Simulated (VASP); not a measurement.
GaAs:

```
CELL_PARAMETERS angstrom
0.00000 2.82650 2.82650
2.82650 0.00000 2.82650
2.82650 2.82650 0.00000
ATOMIC_POSITIONS crystal
Ga 0.00000 0.00000 0.00000
As 0.25000 0.25000 0.25000
```

Base run:

| Item | Value |
| --- | --- |
| Program | VASP 6.6.1 |
| Functional | r2SCAN |
| Potentials or basis | VASP PAW PBE potentials, release 64 (Ga_d, As) |
| Cutoff | 520 eV |
| k mesh | 10 × 10 × 10 |
| Occupations | gaussian, width 0.03 eV |
| Spin | no spin polarisation |

Its results: band gap on the k mesh 1.00 eV, direct; pressure 0.7 GPa.

The run is repeated on the same cell with these changes: functional from r2SCAN to LDA; potentials or basis from VASP PAW PBE potentials, release 64 (Ga_d, As) to VASP PAW LDA potentials, release 64 (Ga_d, As). What comes out?

Band gap on the k mesh 0.33 eV, direct; pressure -1.6 GPa.

Caveats: the PAW data sets were made with another functional, which shifts forces and pressure a little (some runs).

A k mesh can miss the band edges.
